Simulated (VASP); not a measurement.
# KMgF3 (Pm-3m) in VASP: relaxation of cell and atoms with PBE

Aim: the relaxation of cell and atoms of KMgF3 with PBE.

Program: VASP 6.6.1. These are calculated values, not measurements. Logs are shortened: lines on timing, memory, paths and dates and some standing lists are left out, and cuts for length are marked.

**1. The cell of the first run**

It takes space group Pm-3m (No. 221, cubic). Conventional cell: a = 3.978 Å, b = 3.978 Å, c = 3.978 Å, α = 90.00°, β = 90.00°, γ = 90.00°. Within 3.7 Å of K (site symmetry m-3m) lie 12 F at 2.81 Å and 8 Mg at 3.45 Å. Mg (site symmetry m-3m) has 6 F at 1.99 Å within 2.6 Å. F (site symmetry 4/mmm) has 2 Mg at 1.99 Å within 2.6 Å.

**2. Relaxation of cell and atoms, PBE**

INCAR

```
SYSTEM = KMgF3
ALGO     = Normal         ! electronic algorithm
EDIFF    = 1E-6           ! SCF threshold, eV
EDIFFG   = -0.005         ! ionic threshold
ENCUT    = 600            ! plane-wave cutoff, eV
GGA      = PE             ! functional
IBRION   = 2              ! ionic algorithm
ISIF     = 3              ! what is computed and relaxed
ISMEAR   = 0              ! smearing method
LASPH    = .TRUE.         ! aspherical terms in the spheres
LCHARG   = .FALSE.        ! write CHGCAR
LREAL    = .FALSE.        ! projectors in reciprocal space
LWAVE    = .FALSE.        ! write WAVECAR
NELM     = 80             ! most SCF steps
NSW      = 100            ! ionic steps
PREC     = Accurate       ! precision mode
SIGMA    = 0.02           ! smearing width, eV
```

KPOINTS

```
k-points
0
G
  6 6 6
  0 0 0
```

POSCAR

```
KMgF3
1.0
    3.9784682300      0.0000000000      0.0000000000
    0.0000000000      3.9784682300      0.0000000000
    0.0000000000      0.0000000000      3.9784682300
K Mg F
1 1 3
Direct
    0.5000000000      0.5000000000      0.5000000000
    0.0000000000      0.0000000000      0.0000000000
    0.0000000000      0.5000000000      0.0000000000
    0.0000000000      0.0000000000      0.5000000000
    0.5000000000      0.0000000000      0.0000000000
```

Potentials or basis: VASP PAW PBE potentials, release 64 (K_sv, Mg, F).

Launch:

```
$ cat potpaw_PBE.64/K_sv/POTCAR potpaw_PBE.64/Mg/POTCAR potpaw_PBE.64/F/POTCAR > POTCAR
$ mpirun -np 1 vasp_std > vasp.out
```

OUTCAR:

```text
SYSTEM = KMgF3
   EDIFF = 1E-6
   EDIFFG = -0.005
   ENCUT = 600
   GGA = PE
   IBRION = 2
   ISIF = 3
   ISMEAR = 0
   LASPH = .TRUE.
   LREAL = .FALSE.
   NELM = 80
   NSW = 100
   PREC = Accurate

 ion  position               nearest neighbor table
   1  0.500  0.500  0.500-   3 2.81   4 2.81   5 2.81   3 2.81   5 2.81   4 2.81   5 2.81   5 2.81
                             3 2.81   4 2.81   3 2.81   4 2.81   2 3.45   2 3.45   2 3.45   2 3.45
   2  0.000  0.000  0.000-   3 1.99   4 1.99   5 1.99   4 1.99   3 1.99   5 1.99   1 3.45   1 3.45
                             1 3.45   1 3.45   1 3.45   1 3.45   1 3.45   1 3.45
   3  0.000  0.500  0.000-   2 1.99   2 1.99   1 2.81   1 2.81   1 2.81   1 2.81
   4  0.000  0.000  0.500-   2 1.99   2 1.99   1 2.81   1 2.81   1 2.81   1 2.81
   5  0.500  0.000  0.000-   2 1.99   2 1.99   1 2.81   1 2.81   1 2.81   1 2.81

  LATTYP: Found a simple cubic cell.
 ALAT       =     3.9784682300

  Lattice vectors:

 A1 = (   3.9784682300,   0.0000000000,   0.0000000000)
 A2 = (   0.0000000000,   3.9784682300,   0.0000000000)
 A3 = (   0.0000000000,   0.0000000000,   3.9784682300)

Analysis of symmetry for initial positions (statically):
=====================================================================
 Subroutine PRICEL returns:
 Original cell was already a primitive cell.

 Routine SETGRP: Setting up the symmetry group for a
 simple cubic supercell.

 Subroutine GETGRP returns: Found 48 space group operations
 (whereof 48 operations were pure point group operations)
 out of a pool of 48 trial point group operations.

The static configuration has the point symmetry O_h .

Analysis of symmetry for dynamics (positions and initial velocities):
=====================================================================
 Subroutine PRICEL returns:
 Original cell was already a primitive cell.

 Routine SETGRP: Setting up the symmetry group for a
 simple cubic supercell.

 Subroutine GETGRP returns: Found 48 space group operations
 (whereof 48 operations were pure point group operations)
 out of a pool of 48 trial point group operations.

The dynamic configuration has the point symmetry O_h .

 Subroutine INISYM returns: Found 48 space group operations
 (whereof 48 operations are pure point group operations),
 and found     1 'primitive' translations

----------------------------------------------------------------------------------------

                                     Primitive cell

  volume of cell :      62.9720

  direct lattice vectors                    reciprocal lattice vectors
     3.978468230  0.000000000  0.000000000     0.251353019  0.000000000  0.000000000
     0.000000000  3.978468230  0.000000000     0.000000000  0.251353019  0.000000000
     0.000000000  0.000000000  3.978468230     0.000000000  0.000000000  0.251353019

  length of vectors
     3.978468230  3.978468230  3.978468230     0.251353019  0.251353019  0.251353019

  position of ions in fractional coordinates (direct lattice)
     0.500000000  0.500000000  0.500000000
     0.000000000  0.000000000  0.000000000
     0.000000000  0.500000000  0.000000000
     0.000000000  0.000000000  0.500000000
     0.500000000  0.000000000  0.000000000

  ion indices of the primitive-cell ions
   primitive index   ion index
                 1           1
                 2           2
                 3           3
                 4           4
                 5           5

----------------------------------------------------------------------------------------

 KPOINTS: k-points

Automatic generation of k-mesh.
 Grid dimensions read from file:
 generate k-points for:    6    6    6

 Generating k-lattice:

  Cartesian coordinates                     Fractional coordinates (reciprocal lattice)
     0.041892170  0.000000000  0.000000000     0.166666667  0.000000000  0.000000000
     0.000000000  0.041892170  0.000000000     0.000000000  0.166666667  0.000000000
     0.000000000  0.000000000  0.041892170     0.000000000  0.000000000  0.166666667

  Length of vectors
     0.041892170  0.041892170  0.041892170

  Shift w.r.t. Gamma in fractional coordinates (k-lattice)
     0.000000000  0.000000000  0.000000000

 Subroutine IBZKPT returns following result:
 ===========================================

 Found     20 irreducible k-points:

 Following reciprocal coordinates:
            Coordinates               Weight
  0.000000  0.000000  0.000000      1.000000
  0.166667  0.000000  0.000000      6.000000
  0.333333  0.000000  0.000000      6.000000
  0.500000  0.000000  0.000000      3.000000
  0.166667  0.166667  0.000000     12.000000
  0.333333  0.166667  0.000000     24.000000
[... 12 lines left out ...]
  0.500000  0.500000  0.333333      6.000000
  0.500000  0.500000  0.500000      1.000000
   k-points           NKPTS =     20   k-points in BZ     NKDIM =     20   number of bands    NBANDS=     20
   number of dos      NEDOS =    301   number of ions     NIONS =      5
   total plane-waves  NPLWV =  32768
   dimension x,y,z NGX =    32 NGY =   32 NGZ =   32
   dimension x,y,z NGXF=    64 NGYF=   64 NGZF=   64
   ions per type =               1   1   3
   NGX,Y,Z   is equivalent  to a cutoff of  13.37, 13.37, 13.37 a.u.
   NGXF,Y,Z  is equivalent  to a cutoff of  26.74, 26.74, 26.74 a.u.
 SYSTEM =  KMgF3
   PREC   = accura    normal or accurate (medium, high low for compatibility)
   ISTART =      0    job   : 0-new  1-cont  2-samecut
   ICHARG =      2    charge: 1-file 2-atom 10-const
   ISPIN  =      1    spin polarized calculation?
   LNONCOLLINEAR =      F non collinear calculations
   LSORBIT =      F    spin-orbit coupling
   LASPH  =      T    aspherical Exc in radial PAW
   ENCUT  =  600.0 eV  44.10 Ry    6.64 a.u.   7.95  7.95  7.95*2*pi/ulx,y,z
   NELM   =     80;   NELMIN=  2; NELMDL= -5     # of ELM steps
   EDIFF  = 0.1E-05   stopping-criterion for ELM
   LREAL  =      F    real-space projection
   EDIFFG = -.5E-02   stopping-criterion for IOM
   NSW    =    100    number of steps for IOM
   IBRION =      2    ionic relax: 0-MD 1-quasi-New 2-CG
   NFREE  =      1    steps in history (QN), initial steepest desc. (CG)
   ISIF   =      3    stress and relaxation
   ISYM   =      2    0-nonsym 1-usesym 2-fastsym
   POTIM  = 0.5000    time-step for ionic-motion
   TEBEG  =    0.0;   TEEND  =   0.0 temperature during run
   PSTRESS=    0.0 pullay stress
   NELECT =      32.0000    total number of electrons
   NUPDOWN=      -1.0000    fix difference up-down
   EMIN   =  10.00;   EMAX   =-10.00  energy-range for DOS
   EFERMI =   0.00;   METHOD = LEGACY
   ISMEAR =     0;   SIGMA  =   0.02  broadening in eV -4-tet -1-fermi 0-gaus
   EFERMI_NEDOS =   21; number of points for ismear=-14 and -15
   IALGO  =     38    algorithm
   IMIX   =      4    mixing-type and parameters
     AMIX     =   0.40;   BMIX     =  1.00
     AMIX_MAG =   1.60;   BMIX_MAG =  1.00
  volume/ion in A,a.u.               =      12.59        84.99
  Fermi-wavevector in a.u.,A,eV,Ry     =   1.306398  2.468735 23.220743  1.706676
  Thomas-Fermi vector in A             =   2.437203
   LORBIT       =      0    0 simple, 1 ext, 2 COOP (PROOUT), +10 PAW based schemes
   GGA     = PE    functional components
   LHFCALC =     F    Hartree Fock is set to
   AEXX    =    0.0000 exact exchange contribution
   IVDW    =     0    specifies the selected vdW correction
   LEPSILON=     F    determine dielectric tensor
   LRPA    =     F    only Hartree local field effects (RPA)
 conjugate gradient relaxation of ions
 non-spin polarized calculation
 Gauss-broadening in eV      SIGMA  =   0.02
  energy-cutoff  :      600.00
  volume of cell :       62.97
 maximum number of plane-waves:      2176
 NGX is ok and might be reduce to    32
   NGX = 15   NGY = 15   NGZ = 15

--------------------------------------- Ionic step        1  -------------------------------------------

 number of electron      32.0000004 magnetization

 Free energy of the ion-electron system (eV)
  ---------------------------------------------------
  ext. energy  EPLUGINS =         0.00000000
  ---------------------------------------------------
  free energy    TOTEN  =       -24.41340547 eV

  energy without entropy =      -24.41340547  energy(sigma->0) =      -24.41340547

------------------------ aborting loop because EDIFF is reached ----------------------------------------

  FORCE on cell =-STRESS in cart. coord.  units (eV):
  Direction    XX          YY          ZZ          XY          YZ          ZX
  --------------------------------------------------------------------------------------
  -------------------------------------------------------------------------------------
  Total        1.4609042      1.4609042      1.4609042     -0.0000000      0.0000000     -0.0000000
  in kB       37.1693213     37.1693213     37.1693213     -0.0000000      0.0000000     -0.0000000
  external PRESSURE =      37.1693213 kB  Pullay stress =       0.0000000 kB
[... 63 lines left out ...]
  energy  without entropy=      -24.4480014494  energy(sigma->0) =      -24.44800145

--------------------------------------- Ionic step        3  -------------------------------------------

 number of electron      32.0000042 magnetization

 Free energy of the ion-electron system (eV)
  ---------------------------------------------------
  ext. energy  EPLUGINS =         0.00000000
  ---------------------------------------------------
  free energy    TOTEN  =       -24.44880101 eV

  energy without entropy =      -24.44880101  energy(sigma->0) =      -24.44880101

 E-fermi :  -1.6390     XC(G=0):  -9.4658

 val. band max:       -1.8211449708   @ k =   0.5000   0.5000   0.5000
 cond. band min:       5.1571452821   @ k =   0.0000   0.0000   0.0000
 fundamental gap:      6.9782902529
 Fermi energy:        -1.6390270012

 k-point     1 :       0.0000    0.0000    0.0000
  band No.  band energies     occupation
      1     -27.5650      2.00000
      2     -21.8262      2.00000
      3     -21.2288      2.00000
      4     -21.2288      2.00000
      5     -11.0515      2.00000
      6     -11.0515      2.00000
[... 12 lines left out ...]
     19       8.1987      0.00000
[... 468 lines left out ...]
  FREE ENERGIE OF THE ION-ELECTRON SYSTEM (eV)
  ---------------------------------------------------
  free  energy   TOTEN  =       -24.4488010084 eV

  energy  without entropy=      -24.4488010084  energy(sigma->0) =      -24.44880101

 reached required accuracy - stopping structural energy minimisation
```

It took 1.8 min on 1 thread of Intel Xeon 8259CL, shared host; peak memory 0.2 GiB.

What came out:

```
Free energy                           : -24.4488 eV
Relaxed volume                        : 13.24 Å³/atom
Relaxed cell                          : a = 4.045 Å, b = 4.045 Å, c = 4.045 Å, α = 90.00°, β = 90.00°, γ = 90.00°
Space group after relaxing (to 0.1 Å) : Pm-3m (No. 221)
Energy gained by relaxing             : 7.1 meV/atom
Ionic steps                           : 3
Pressure after relaxing               : 0.0 GPa
Band gap on the k mesh                : 6.98 eV (least direct gap 7.30 eV)
```

Step by step:
| step | energy change (eV) | largest force (eV/Å) | pressure (GPa) | volume (Å³) |
| --- | --- | --- | --- | --- |
| 1 | 0.0000 | 0.0000 | 3.72 | 62.97 |
| 2 | -0.0346 | 0.0000 | 0.52 | 65.67 |
| 3 | -0.0354 | 0.0000 | -0.03 | 66.20 |

Final structure:
```cif
data_structure
_symmetry_space_group_name_H-M 'P 1'
_symmetry_Int_Tables_number 1
_cell_length_a 4.0452
_cell_length_b 4.0452
_cell_length_c 4.0452
_cell_angle_alpha 90.000
_cell_angle_beta 90.000
_cell_angle_gamma 90.000
_cell_volume 66.20
loop_
_atom_site_label
_atom_site_type_symbol
_atom_site_fract_x
_atom_site_fract_y
_atom_site_fract_z
_atom_site_occupancy
K1 K 0.50000 0.50000 0.50000 1
Mg1 Mg 0.00000 0.00000 0.00000 1
F1 F 0.00000 0.50000 0.00000 1
F2 F 0.00000 0.00000 0.50000 1
F3 F 0.50000 0.00000 0.00000 1
```
